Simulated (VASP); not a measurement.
Write the native input for VASP 6.6.1 that does the following.

- Task: single point
- Functional: PBE
- Dispersion: D3(BJ)
- Potentials or basis: VASP PAW PBE potentials, release 64 (Si, Ti_sv)
- Cutoff: 520 eV
- k mesh: 2 × 2 × 2
- Occupations: fermi-dirac, width 0.02 eV
- Spin: no spin polarisation
- Dipole correction: no
- Further INCAR settings: LREAL = Auto; ALGO = Normal; EDIFF = 1e-06; NBANDS = 52

The structure of TiSi16 (a cell with a defect) lies in POSCAR:

```
TiSi16
1.0
    0.0000000000      5.4300000000      5.4300000000
    5.4300000000      0.0000000000      5.4300000000
    5.4300000000      5.4300000000      0.0000000000
Si Ti
16 1
Direct
   -0.0005782689      0.0011909761     -0.0005736648
    0.1230872007      0.1244389503      0.1230934622
    0.0031639042      0.0039747698      0.4961867403
    0.1230694291      0.1245134438      0.6288488029
    0.0028252302      0.4976756906      0.0028351750
    0.1230265193      0.6305246777      0.1230311234
    0.0027954880      0.4977347145      0.4962472376
    0.1371767035      0.6219459484      0.6201822284
    0.4961811234      0.0039730203      0.0031720994
    0.6288439227      0.1245139042      0.1230748619
    0.4961912523      0.0040041436      0.4961962247
    0.6207164825      0.1374645488      0.6207221915
    0.4962429098      0.4977349908      0.0028025783
    0.6201751381      0.6219441989      0.1371867403
    0.4999205341      0.4999295580      0.4999319521
    0.6203009208      0.6219384899      0.6203068140
    0.7497367403      0.7504770718      0.7497448435
```

One way to write it, as run:

INCAR

```
  ALGO = Normal
  EDIFF = 1E-6
  ENCUT = 520
  GGA = PE
  ISIF = 2
  ISMEAR = -1
  IVDW = 12
  LASPH = T
  LCHARG = F
  LREAL = Auto
  LWAVE = F
  NBANDS = 52
  NELM = 100
  PREC = Accurate
  SIGMA = 0.02
```

KPOINTS

```
k-points
0
Gamma
  2 2 2
```

Potentials or basis: VASP PAW PBE potentials, release 64 (Si, Ti_sv).

The run is started by

```sh
$ cat potpaw_PBE.64/Si/POTCAR potpaw_PBE.64/Ti_sv/POTCAR > POTCAR
$ mpirun -np 1 vasp_std > vasp.out
```

Results of the run:

The pressure is 0.9 GPa, the largest force is 0.012 eV/Å and the band gap on the k mesh is zero (band 38 reaches 6.96 eV, above the bottom of band 39 at 6.53 eV). The dispersion energy per atom is -0.343 eV.

Caveat: the k points lie up to 0.50 Å⁻¹ apart.

Wall time 110 s on 1 thread of Intel(R) Xeon(R) 6975P-C (Granite Rapids), on a shared host, peak memory 0.47 GiB.
